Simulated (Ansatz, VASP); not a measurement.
**MgO in VASP and in Ansatz**

File INCAR:

```
SYSTEM = MgO
PREC = Accurate
ENCUT = 520
EDIFF = 1E-6
ISMEAR = -1
SIGMA = 0.02
LREAL = .FALSE.
LASPH = .TRUE.
NELM = 60
ALGO = Normal
ISIF = 2
LWAVE = .FALSE.
LCHARG = .TRUE.
GGA = PE
LELF = .TRUE.
LVHAR = .TRUE.
NBANDS = 11
```

Contents of KPOINTS:

```
Automatic mesh
0
G
  10 10 10
  0 0 0
```

File POSCAR:

```
MgO
1.0
    0.0000000000      2.1652324379      2.0667334819
    2.1652324379      0.0000000000      2.0667334819
    2.1652324379      2.1652324379      0.0000000000
Mg O
1 1
Direct
    0.0000000000      0.0000000000      0.0000000000
    0.5000000000      0.5000000000      0.5000000000
```

Input for Ansatz:

```yaml
crystal:
  lattice:
    - [0.0, 2.1652324379, 2.0667334819]
    - [2.1652324379, 0.0, 2.0667334819]
    - [2.1652324379, 2.1652324379, 0.0]
  atoms:
    - { symbol: Mg, position: [0.0, 0.0, 0.0] }
    - { symbol: O, position: [0.5, 0.5, 0.5] }
kpoints:
  mp_grid: { grid: [10, 10, 10] }
  band_path:
    path:
      - [0.0, 0.0, 0.0]
      - [0.5, 0.0, 0.5]
      - [0.625, 0.25, 0.625]
      - [0.375, 0.375, 0.75]
      - [0.5, 0.5, 0.5]
      - [0.5, 0.25, 0.75]
    npoints: 1
hamiltonian:
  xc: pbe
scf:
  occupations: { method: fermi_dirac, width: 0.02 }
  n_extra_bands: 4
output:
  forces: true
  stress: true
  eigenvalues: true
  write_density: true
  write_potential: true
  elf: true
  volumetric_format: npy
```

Change from the starting cell: epitaxial_xy strain +3.0%.

Alike in both runs: task single point; functional PBE; k mesh 10 × 10 × 10; occupations fermi-dirac, width 0.02 eV; no spin polarisation.

|  | VASP | Ansatz |
| --- | --- | --- |
| version | VASP 6.6.1 | Ansatz 0.2.0 |
| potentials or method | VASP PAW PBE potentials, release 64 (Mg, O) | plane waves, PAW |
| plane-wave cutoff (eV) | 520 | 420 |
| valence electrons in the cell | 8 | 16 |

|  | VASP | Ansatz | Ansatz less VASP |
| --- | --- | --- | --- |
| gap on the k mesh at the Fermi level (eV) | 4.33 | 4.35 | +0.019 |
| pressure (GPa) | -1.1 | -0.4 | +0.75 |
| traceless stress, the component that is largest in VASP (GPa) | 5.83 | 5.80 | -0.036 |

VASP's potentials hold 8 valence electrons a cell and Ansatz's 16, so a difference there can come from the potentials and not from the codes.
